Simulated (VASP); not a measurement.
# LiMg6Mo (R-3) in VASP: further runs, part 2 of 2

VASP 6.6.1. The steps go on from the part before.

## Step 3: Relaxation of cell and atoms, PBE

This run uses another cell than the first one, of 20.39 Å³/atom.

Contents of INCAR:

```
SYSTEM = LiMg6Mo
PREC = Accurate
ENCUT = 600
EDIFF = 1E-7
ISMEAR = 0
SIGMA = 0.1
LREAL = .FALSE.
LASPH = .TRUE.
NELM = 60
ALGO = Fast
ISIF = 3
LWAVE = .FALSE.
LCHARG = .FALSE.
GGA = PE
IBRION = 2
NSW = 100
EDIFFG = -0.01
```

Contents of KPOINTS:

```
regular mesh
0
G
  6 6 6
  0 0 0
```

Contents of POSCAR:

```
LiMg6Mo
1.0
    3.6622452052      2.1143982551      3.5113599906
   -3.6622452052      2.1143982551      3.5113599906
    0.0000000000     -4.2287965101      3.5113599906
Li Mg Mo
1 6 1
Direct
    0.0000000000      0.0000000000      0.0000000000
    0.2587440211      0.4976263459      0.0096027400
    0.0096027400      0.2587440211      0.4976263459
    0.4976263459      0.0096027400      0.2587440211
    0.7412559789      0.5023736541      0.9903972600
    0.9903972600      0.7412559789      0.5023736541
    0.5023736541      0.9903972600      0.7412559789
    0.5000000000      0.5000000000      0.5000000000
```

Potentials or basis: VASP PAW PBE potentials, release 64 (Li_sv, Mg, Mo_sv).

Started as:

```sh
> cat potpaw_PBE.64/Li_sv/POTCAR potpaw_PBE.64/Mg/POTCAR potpaw_PBE.64/Mo_sv/POTCAR > POTCAR
> mpirun -np 1 vasp_std > vasp.out
```

OUTCAR:

```text
SYSTEM = LiMg6Mo
   PREC = Accurate
   ENCUT = 600
   EDIFF = 1E-7
   ISMEAR = 0
   LREAL = .FALSE.
   LASPH = .TRUE.
   NELM = 60
   ISIF = 3
   GGA = PE
   IBRION = 2
   NSW = 100
   EDIFFG = -0.01

 ion  position               nearest neighbor table
   1  0.000  0.000  0.000-   6 2.96   3 2.96   5 2.96   2 2.96   7 2.96   4 2.96
   2  0.259  0.498  0.010-   5 2.65   5 2.86   1 2.96   8 2.96   4 3.10   3 3.10   8 3.14   6 3.28
                             7 3.28   6 3.37   7 3.37
   3  0.010  0.259  0.498-   6 2.65   6 2.86   1 2.96   8 2.96   4 3.10   2 3.10   8 3.14   5 3.28
                             7 3.28   5 3.37   7 3.37
   4  0.498  0.010  0.259-   7 2.65   7 2.86   1 2.96   8 2.96   3 3.10   2 3.10   8 3.14   6 3.28
                             5 3.28   5 3.37   6 3.37
   5  0.741  0.502  0.990-   2 2.65   2 2.86   1 2.96   8 2.96   7 3.10   6 3.10   8 3.14   3 3.28
                             4 3.28   3 3.37   4 3.37
   6  0.990  0.741  0.502-   3 2.65   3 2.86   1 2.96   8 2.96   7 3.10   5 3.10   8 3.14   2 3.28
                             4 3.28   2 3.37   4 3.37
   7  0.502  0.990  0.741-   4 2.65   4 2.86   1 2.96   8 2.96   6 3.10   5 3.10   8 3.14   3 3.28
                             2 3.28   2 3.37   3 3.37
   8  0.500  0.500  0.500-   2 2.96   5 2.96   3 2.96   6 2.96   7 2.96   4 2.96   5 3.14   2 3.14
                             7 3.14   4 3.14   3 3.14   6 3.14

  LATTYP: Found a trigonal (rhomboedric) cell.
 ALAT       =     5.4965779270
 COS(alpha) =     0.1121490682
[... 204 lines left out ...]
  Total        0.1966192      0.1966192     -0.1158785     -0.0000001     -0.0000000     -0.0000000
  in kB        1.9309703      1.9309703     -1.1380268     -0.0000007     -0.0000000     -0.0000000
  external PRESSURE =       0.9079713 kB  Pullay stress =       0.0000000 kB
[... 155 lines left out ...]
--------------------------------------- Ionic step        5  -------------------------------------------

 number of electron      29.0000001 magnetization

 Free energy of the ion-electron system (eV)
  ---------------------------------------------------
  ext. energy  EPLUGINS =         0.00000000
  ---------------------------------------------------
  free energy    TOTEN  =       -19.47171803 eV

  energy without entropy =      -19.45088278  energy(sigma->0) =      -19.46130041

 E-fermi :   3.3880     XC(G=0):  -9.0134

 val. band max:        3.3872835397   @ k =  -0.3333   0.1667   0.0000
 cond. band min:       3.4046535512   @ k =  -0.3333   0.3333   0.1667
 fundamental gap:      0.0173700115
 Fermi energy:         3.3880131673

 k-point     1 :       0.0000    0.0000    0.0000
  band No.  band energies     occupation
      1     -56.9436      2.00000
      2     -43.3280      2.00000
      3     -31.0575      2.00000
      4     -31.0575      2.00000
      5     -30.9555      2.00000
      6      -3.2845      2.00000
[... 505 lines left out ...]
      6      -1.6638      2.00000
[... 11 lines left out ...]
     18       4.2725      0.00000
     19       5.3645      0.00000

 [... further k-points ...]

------------------------ aborting loop because EDIFF is reached ----------------------------------------

  FORCE on cell =-STRESS in cart. coord.  units (eV):
  Direction    XX          YY          ZZ          XY          YZ          ZX
  --------------------------------------------------------------------------------------
  -------------------------------------------------------------------------------------
  Total        0.0016437      0.0016437      0.0048564     -0.0000001      0.0000000      0.0000000
  in kB        0.0161145      0.0161145      0.0476106     -0.0000006      0.0000000      0.0000000
  external PRESSURE =       0.0266132 kB  Pullay stress =       0.0000000 kB
[... 23 lines left out ...]
  FREE ENERGIE OF THE ION-ELECTRON SYSTEM (eV)
  ---------------------------------------------------
  free  energy   TOTEN  =       -19.4717180344 eV

  energy  without entropy=      -19.4508827834  energy(sigma->0) =      -19.46130041

 reached required accuracy - stopping structural energy minimisation
```

OSZICAR:

```text
N       E                     dE             d eps       ncg     rms          rms(c)
DAV:   1     0.101391011850E+03    0.10139E+03   -0.13770E+04  2016   0.141E+03
DAV:   2    -0.129065455438E+02   -0.11430E+03   -0.11110E+03  1886   0.242E+02
DAV:   3    -0.198276744782E+02   -0.69211E+01   -0.63820E+01  2643   0.399E+01
DAV:   4    -0.200932463150E+02   -0.26557E+00   -0.26136E+00  1960   0.699E+00
[... 70 lines left out ...]
RMM:   6    -0.194717168012E+02   -0.62928E-05   -0.61841E-05  1947   0.438E-02    0.895E-03
RMM:   7    -0.194717183549E+02   -0.15537E-05   -0.14161E-05  2116   0.193E-02    0.843E-03
RMM:   8    -0.194717176955E+02    0.65941E-06   -0.88364E-06  1943   0.157E-02    0.986E-04
RMM:   9    -0.194717180255E+02   -0.33001E-06   -0.31951E-06  1979   0.838E-03    0.201E-03
RMM:  10    -0.194717180344E+02   -0.88535E-08   -0.85203E-07  1494   0.528E-03
   5 F= -.19471718E+02 E0= -.19461300E+02  d E =-.603516E-03
```

Run time: 8.2 min. Hardware: 1 thread of AMD EPYC 9R45 (Zen 5), shared host; peak memory 0.43 GiB.

What came out:

```yaml
Free_energy: -19.4717 eV
Relaxed_volume: 20.43 Å³/atom
Relaxed_cell: a = 5.495 Å, b = 5.495 Å, c = 5.495 Å, α = 84.02°, β = 84.02°, γ = 84.02°
Space_group_after_relaxing_to_0.1_Å: R-3 (No. 148)
Energy_gained_by_relaxing: 0.2 meV/atom
Ionic_steps: 5
Pressure_after_relaxing: 0.0 GPa
Band_gap_on_the_k_mesh: zero (an odd number of electrons rules out a gap without spin polarisation)
```

Forces in eV/Å, atoms in the order of the input:
```
Li   0.000  0.000  0.000
Mg   0.000  0.000  0.003
Mg   0.001  0.000  0.003
Mg   0.000  0.001  0.003
Mg   0.000  0.000 -0.003
Mg  -0.001  0.000 -0.003
Mg   0.000 -0.001 -0.003
Mo   0.000  0.000  0.000
```

The path:
| step | energy change (eV) | largest force (eV/Å) | pressure (GPa) | volume (Å³) |
| --- | --- | --- | --- | --- |
| 1 | 0.0000 | 0.0164 | 0.09 | 163.14 |
| 2 | -0.0005 | 0.0129 | 0.01 | 163.41 |
| 3 | -0.0008 | 0.0155 | -0.13 | 163.87 |
| 4 | -0.0012 | 0.0100 | -0.08 | 163.69 |
| 5 | -0.0014 | 0.0028 | 0.00 | 163.43 |

Final structure:
```
CELL_PARAMETERS angstrom
3.67778 2.12336 3.48788
-3.67778 2.12336 3.48788
0.00000 -4.24673 3.48788
ATOMIC_POSITIONS crystal
Li 0.00000 0.00000 0.00000
Mg 0.25876 0.49718 0.01032
Mg 0.01032 0.25876 0.49718
Mg 0.49718 0.01032 0.25876
Mg 0.74124 0.50282 0.98968
Mg 0.98968 0.74124 0.50282
Mg 0.50282 0.98968 0.74124
Mo 0.50000 0.50000 0.50000
```

Levels at points of the mesh, in eV from the Fermi level:
| k point | band 11 | band 12 | band 13 | band 14 | band 15 | band 16 | band 17 | band 18 | band 19 |
| --- | --- | --- | --- | --- | --- | --- | --- | --- | --- |
| (0.00, 0.00, 0.00) | -1.66 | -0.93 | -0.63 | -0.63 | -0.37 | 0.62 | 0.62 | 1.91 | 2.34 |
| (0.50, 0.00, 0.00) | -1.12 | -0.82 | -0.71 | -0.58 | -0.14 | 0.10 | 0.54 | 0.97 | 1.24 |
| (0.50, 0.50, 0.00) | -1.07 | -0.86 | -0.74 | -0.41 | 0.27 | 0.37 | 0.67 | 1.36 | 1.56 |
| (0.50, 0.50, 0.50) | -2.71 | -2.51 | -1.90 | -0.40 | -0.40 | 0.39 | 0.58 | 0.58 | 4.78 |

Caveat: the cutoff is under 1.25 times the usual one of these potentials, so pressure, stress and relaxed cells hold a basis-set (Pulay) error.
